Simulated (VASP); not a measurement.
# ZnS (P6_3mc) in VASP: further runs

ZnS is run at these levels: r2SCAN; tasks: single point.

All numbers are computed with VASP 6.6.1; they aren't measurements. Logs are shortened: lines on timing, memory, paths and dates and some standing lists are left out, and cuts for length are marked.

## Step 1: The cell of the first run

Symmetry: P6_3mc, No. 186, hexagonal system. Conventional cell: a = 3.807 Å, b = 3.807 Å, c = 6.307 Å, α = 90.00°, β = 90.00°, γ = 120.00°. Zn (site symmetry 3m) has 4 S at 2.34 to 2.35 Å within 3.1 Å. Within 3.1 Å of S (site symmetry 3m) lie 4 Zn at 2.34 to 2.35 Å.

## Step 2: Single point, r2SCAN (strain along c alone, the other axes held: +1.0 %, then relaxed in part)

POSCAR

```
ZnS
1.0
    3.8065185603      0.0000000000      0.0000000000
   -1.9032592801      3.2965417732      0.0000000000
    0.0000000000      0.0000000000      6.3072509128
Zn S
2 2
Direct
    0.3333333333      0.6666666667      0.0012013577
    0.6666666667      0.3333333333      0.5012013577
    0.3333333333      0.6666666667      0.3737986423
    0.6666666667      0.3333333333      0.8737986423
```

INCAR.step1

```
SYSTEM = ZnS
  PREC = Accurate
  ENCUT = 520
  ISMEAR = 0
  SIGMA = 0.02
  LREAL = .FALSE.
  LASPH = .TRUE.
  NELM = 80
  NBANDS = 26
  GGA = PE
  ALGO = Normal
  EDIFF = 1E-4
  LWAVE = .TRUE.
  LCHARG = .FALSE.
```

INCAR.step2

```
SYSTEM = ZnS
  PREC = Accurate
  ENCUT = 520
  EDIFF = 1E-6
  ISMEAR = 0
  SIGMA = 0.02
  LREAL = .FALSE.
  LASPH = .TRUE.
  NELM = 80
  ALGO = Normal
  ISIF = 2
  LWAVE = .FALSE.
  LCHARG = .TRUE.
  METAGGA = R2SCAN
  LMIXTAU = .TRUE.
  LELF = .TRUE.
  LVHAR = .TRUE.
  NBANDS = 26
  ISTART = 1
```

KPOINTS

```
Automatic mesh
0
G
  6 6 4
  0 0 0
```

Potentials or basis: VASP PAW PBE potentials, release 64 (Zn, S).

Started as:

```
> cat potpaw_PBE.64/Zn/POTCAR potpaw_PBE.64/S/POTCAR > POTCAR
> cp INCAR.step1 INCAR
> mpirun -np 1 vasp_std > vasp.out
> cp INCAR.step2 INCAR
> mpirun -np 1 vasp_std > vasp.out
```

OUTCAR:

```text
SYSTEM = ZnS
   PREC = Accurate
   ENCUT = 520
   EDIFF = 1E-6
   ISMEAR = 0
   LREAL = .FALSE.
   LASPH = .TRUE.
   NELM = 80
   ISIF = 2
   METAGGA = R2SCAN
   ISTART = 1

 ion  position               nearest neighbor table
   1  0.333  0.667  0.001-   4 2.34   4 2.34   4 2.34   3 2.35
   2  0.667  0.333  0.501-   3 2.34   3 2.34   3 2.34   4 2.35
   3  0.333  0.667  0.374-   2 2.34   2 2.34   2 2.34   1 2.35
   4  0.667  0.333  0.874-   1 2.34   1 2.34   1 2.34   2 2.35

  LATTYP: Found a hexagonal cell.
 ALAT       =     3.8065185603
 C/A-ratio  =     1.6569605042

  Lattice vectors:

 A1 = (   3.8065185603,   0.0000000000,   0.0000000000)
 A2 = (  -1.9032592801,   3.2965417732,   0.0000000000)
 A3 = (   0.0000000000,   0.0000000000,   6.3072509128)

Analysis of symmetry for initial positions (statically):
=====================================================================
 Subroutine PRICEL returns:
 Original cell was already a primitive cell.

 Routine SETGRP: Setting up the symmetry group for a
 hexagonal supercell.

 Subroutine GETGRP returns: Found 12 space group operations
 (whereof  6 operations were pure point group operations)
 out of a pool of 24 trial point group operations.

The static configuration has the point symmetry C_3v.
 The point group associated with its full space group is C_6v.

Analysis of symmetry for dynamics (positions and initial velocities):
=====================================================================
 Subroutine PRICEL returns:
 Original cell was already a primitive cell.

 Routine SETGRP: Setting up the symmetry group for a
 hexagonal supercell.

 Subroutine GETGRP returns: Found 12 space group operations
 (whereof  6 operations were pure point group operations)
 out of a pool of 24 trial point group operations.

The dynamic configuration has the point symmetry C_3v.
 The point group associated with its full space group is C_6v.

 Subroutine INISYM returns: Found 12 space group operations
 (whereof  6 operations are pure point group operations),
 and found     1 'primitive' translations

----------------------------------------------------------------------------------------

                                     Primitive cell

  volume of cell :      79.1456

  direct lattice vectors                    reciprocal lattice vectors
     3.806518560  0.000000000  0.000000000     0.262707244  0.151674098  0.000000000
    -1.903259280  3.296541773  0.000000000     0.000000000  0.303348196  0.000000000
     0.000000000  0.000000000  6.307250913     0.000000000  0.000000000  0.158547680

  length of vectors
     3.806518560  3.806518560  6.307250913     0.303348196  0.303348196  0.158547680

  position of ions in fractional coordinates (direct lattice)
     0.333333333  0.666666667  0.001201358
     0.666666667  0.333333333  0.501201358
     0.333333333  0.666666667  0.373798642
     0.666666667  0.333333333  0.873798642

  ion indices of the primitive-cell ions
   primitive index   ion index
                 1           1
                 2           2
                 3           3
                 4           4

----------------------------------------------------------------------------------------

 KPOINTS: Automatic mesh

Automatic generation of k-mesh.
 Grid dimensions read from file:
 generate k-points for:    6    6    4

 Generating k-lattice:

  Cartesian coordinates                     Fractional coordinates (reciprocal lattice)
     0.043784541  0.025279016  0.000000000     0.166666667  0.000000000  0.000000000
     0.000000000  0.050558033  0.000000000     0.000000000  0.166666667  0.000000000
     0.000000000  0.000000000  0.039636920     0.000000000  0.000000000  0.250000000

  Length of vectors
     0.050558033  0.050558033  0.039636920

  Shift w.r.t. Gamma in fractional coordinates (k-lattice)
     0.000000000  0.000000000  0.000000000

 Subroutine IBZKPT returns following result:
 ===========================================

 Found     21 irreducible k-points:

 Following reciprocal coordinates:
            Coordinates               Weight
  0.000000  0.000000  0.000000      1.000000
  0.166667  0.000000  0.000000      6.000000
  0.333333  0.000000  0.000000      6.000000
  0.500000  0.000000  0.000000      3.000000
  0.166667  0.166667  0.000000      6.000000
  0.333333  0.166667  0.000000     12.000000
[... 13 lines left out ...]
  0.333333  0.166667  0.500000     12.000000
  0.333333  0.333333  0.500000      2.000000
   k-points           NKPTS =     21   k-points in BZ     NKDIM =     21   number of bands    NBANDS=     26
   number of dos      NEDOS =    301   number of ions     NIONS =      4
   total plane-waves  NPLWV =  37632
   dimension x,y,z NGX =    28 NGY =   28 NGZ =   48
   dimension x,y,z NGXF=    56 NGYF=   56 NGZF=   96
   ions per type =               2   2
   NGX,Y,Z   is equivalent  to a cutoff of  12.23, 12.23, 12.65 a.u.
   NGXF,Y,Z  is equivalent  to a cutoff of  24.46, 24.46, 25.30 a.u.
 SYSTEM =  ZnS
   PREC   = accura    normal or accurate (medium, high low for compatibility)
   ISTART =      1    job   : 0-new  1-cont  2-samecut
   ICHARG =      0    charge: 1-file 2-atom 10-const
   ISPIN  =      1    spin polarized calculation?
   LNONCOLLINEAR =      F non collinear calculations
   LSORBIT =      F    spin-orbit coupling
   LASPH  =      T    aspherical Exc in radial PAW
   ENCUT  =  520.0 eV  38.22 Ry    6.18 a.u.   7.08  7.08 11.73*2*pi/ulx,y,z
   NELM   =     80;   NELMIN=  2; NELMDL=  0     # of ELM steps
   EDIFF  = 0.1E-05   stopping-criterion for ELM
   LREAL  =      F    real-space projection
   EDIFFG = 0.1E-04   stopping-criterion for IOM
   NSW    =      0    number of steps for IOM
   IBRION =     -1    ionic relax: 0-MD 1-quasi-New 2-CG
   NFREE  =      0    steps in history (QN), initial steepest desc. (CG)
   ISIF   =      2    stress and relaxation
   ISYM   =      2    0-nonsym 1-usesym 2-fastsym
   POTIM  = 0.5000    time-step for ionic-motion
   TEBEG  =    0.0;   TEEND  =   0.0 temperature during run
   PSTRESS=    0.0 pullay stress
   NELECT =      36.0000    total number of electrons
   NUPDOWN=      -1.0000    fix difference up-down
   EMIN   =  10.00;   EMAX   =-10.00  energy-range for DOS
   EFERMI =   0.00;   METHOD = LEGACY
   ISMEAR =     0;   SIGMA  =   0.02  broadening in eV -4-tet -1-fermi 0-gaus
   EFERMI_NEDOS =   21; number of points for ismear=-14 and -15
   IALGO  =     38    algorithm
   IMIX   =      4    mixing-type and parameters
     AMIX     =   0.40;   BMIX     =  1.00
     AMIX_MAG =   1.60;   BMIX_MAG =  1.00
  volume/ion in A,a.u.               =      19.79       133.53
  Fermi-wavevector in a.u.,A,eV,Ry     =   1.259022  2.379207 21.567103  1.585137
  Thomas-Fermi vector in A             =   2.392603
   LORBIT       =      0    0 simple, 1 ext, 2 COOP (PROOUT), +10 PAW based schemes
   METAGGA = R2SCAN    functional components
   LHFCALC =     F    Hartree Fock is set to
   AEXX    =    0.0000 exact exchange contribution
   IVDW    =     0    specifies the selected vdW correction
   LEPSILON=     F    determine dielectric tensor
   LRPA    =     F    only Hartree local field effects (RPA)
 non-spin polarized calculation
 Gauss-broadening in eV      SIGMA  =   0.02
  energy-cutoff  :      520.00
  volume of cell :       79.15
 maximum number of plane-waves:      2144
   NGX = 15   NGY = 15   NGZ = 23

 number of electron      35.9999993 magnetization

 Free energy of the ion-electron system (eV)
  ---------------------------------------------------
  ext. energy  EPLUGINS =         0.00000000
  ---------------------------------------------------
  free energy    TOTEN  =       -37.71720008 eV

  energy without entropy =      -37.71720008  energy(sigma->0) =      -37.71720008

 E-fermi :   1.9643     XC(G=0): -10.2623

 val. band max:        1.8410178125   @ k =   0.0000   0.0000   0.0000
 cond. band min:       4.5473237106   @ k =   0.0000   0.0000   0.0000
 fundamental gap:      2.7063058981
 Fermi energy:         1.9643459062

 k-point     1 :       0.0000    0.0000    0.0000
  band No.  band energies     occupation
      1     -11.8547      2.00000
      2     -10.9320      2.00000
      3      -4.6766      2.00000
      4      -4.6559      2.00000
      5      -4.6559      2.00000
      6      -4.5664      2.00000
[... 18 lines left out ...]
     25      10.0865      0.00000
     26      11.5675      0.00000

 k-point     2 :       0.1667    0.0000    0.0000
  band No.  band energies     occupation
      1     -11.6680      2.00000
      2     -10.8283      2.00000
      3      -4.6646      2.00000
      4      -4.6381      2.00000
      5      -4.6207      2.00000
      6      -4.5399      2.00000
[... 18 lines left out ...]
     25      10.5597      0.00000
     26      10.9253      0.00000

 k-point     3 :       0.3333    0.0000    0.0000
  band No.  band energies     occupation
      1     -11.2217      2.00000
      2     -10.6405      2.00000
      3      -4.6458      2.00000
      4      -4.5697      2.00000
      5      -4.5647      2.00000
      6      -4.4079      2.00000
[... 18 lines left out ...]
     25      10.9538      0.00000
     26      12.2458      0.00000

 k-point     4 :       0.5000    0.0000    0.0000
  band No.  band energies     occupation
      1     -10.9159      2.00000
      2     -10.5971      2.00000
      3      -4.6315      2.00000
      4      -4.5460      2.00000
      5      -4.4079      2.00000
      6      -4.3929      2.00000
[... 18 lines left out ...]
     25      11.3679      0.00000
     26      14.0500      0.00000
[... 409 lines left out ...]
      1     -11.0285      2.00000
      2     -11.0285      2.00000
      3      -4.6252      2.00000
      4      -4.6252      2.00000
      5      -4.5225      2.00000
      6      -4.5225      2.00000
[... 18 lines left out ...]
     25      10.7536      0.00000
     26      10.7536      0.00000

 k-point    20 :       0.3333    0.1667    0.5000
  band No.  band energies     occupation
      1     -10.7533      2.00000
      2     -10.7533      2.00000
      3      -4.5830      2.00000
      4      -4.5830      2.00000
      5      -4.4580      2.00000
      6      -4.4580      2.00000
[... 18 lines left out ...]
     25      11.5515      0.00000
     26      11.5515      0.00000

 k-point    21 :       0.3333    0.3333    0.5000
  band No.  band energies     occupation
      1     -10.6589      2.00000
      2     -10.6589      2.00000
      3      -4.5099      2.00000
      4      -4.5099      2.00000
      5      -4.4879      2.00000
      6      -4.4879      2.00000
[... 18 lines left out ...]
     25      12.0830      0.00000
     26      12.0830      0.00000

------------------------ aborting loop because EDIFF is reached ----------------------------------------

  FORCE on cell =-STRESS in cart. coord.  units (eV):
  Direction    XX          YY          ZZ          XY          YZ          ZX
  --------------------------------------------------------------------------------------
  -------------------------------------------------------------------------------------
  Total       -0.1732127     -0.1732127     -0.7230885     -0.0000000      0.0000000      0.0000000
  in kB       -3.5064173     -3.5064173    -14.6377869     -0.0000000      0.0000000      0.0000000
  external PRESSURE =      -7.2168739 kB  Pullay stress =       0.0000000 kB

 VOLUME and BASIS-vectors are now :
 -----------------------------------------------------------------------------
  energy-cutoff  :      520.00
  volume of cell :       79.15
      direct lattice vectors                 reciprocal lattice vectors
     3.806518560  0.000000000  0.000000000     0.262707244  0.151674098  0.000000000
    -1.903259280  3.296541773  0.000000000     0.000000000  0.303348196  0.000000000
     0.000000000  0.000000000  6.307250913     0.000000000  0.000000000  0.158547680

 POSITION                                       TOTAL-FORCE (eV/Angst)
 -----------------------------------------------------------------------------------
     -0.00000      2.19769      0.00758        -0.000000      0.000000     -0.012913
      1.90326      1.09885      3.16120         0.000000      0.000000     -0.012913
     -0.00000      2.19769      2.35764         0.000000     -0.000000      0.012913
      1.90326      1.09885      5.51127         0.000000      0.000000      0.012913
 -----------------------------------------------------------------------------------
    total drift:                               -0.000001     -0.000001     -0.046187

  FREE ENERGIE OF THE ION-ELECTRON SYSTEM (eV)
  ---------------------------------------------------
  free  energy   TOTEN  =       -37.7172000801 eV

  energy  without entropy=      -37.7172000801  energy(sigma->0) =      -37.71720008
```

It took 4.3 min on 1 thread of AMD EPYC 7R13, shared host; peak memory 0.18 GiB.

Results:

```yaml
Free_energy: -37.7172 eV
Pressure: -0.7 GPa
Largest_force: 0.013 eV/Å
Band_gap_on_the_k_mesh: 2.71 eV, direct
```

Forces in eV/Å, atoms in the order of the input:
```
Zn   0.000  0.000 -0.013
Zn   0.000  0.000 -0.013
S    0.000  0.000  0.013
S    0.000  0.000  0.013
```

Stress tensor (GPa, compression positive):
```
-0.35  0.00  0.00
 0.00 -0.35  0.00
 0.00  0.00 -1.46
```

Levels at points of the mesh, in eV from the valence-band top:
| k point | band 15 | band 16 | band 17 | band 18 | band 19 | band 20 | band 21 | band 22 |
| --- | --- | --- | --- | --- | --- | --- | --- | --- |
| (0.00, 0.00, 0.00) | -0.89 | -0.13 | 0.00 | 0.00 | 2.71 | 3.67 | 6.84 | 6.84 |
| (0.50, 0.00, 0.00) | -3.33 | -2.25 | -1.73 | -0.90 | 4.09 | 4.71 | 5.40 | 7.36 |
| (0.00, 0.00, 0.50) | -0.46 | -0.46 | -0.46 | -0.46 | 4.11 | 4.11 | 7.26 | 7.26 |
| (0.50, 0.00, 0.50) | -1.71 | -1.71 | -1.63 | -1.63 | 3.92 | 3.92 | 5.64 | 5.64 |

Caveat: the cell differs from its parent crystal (strain along c alone, the other axes held: +1.0 %, then relaxed in part); the PAW data sets were made with another functional, which shifts forces and pressure a little.

(Part 1 of 2 ends here.)
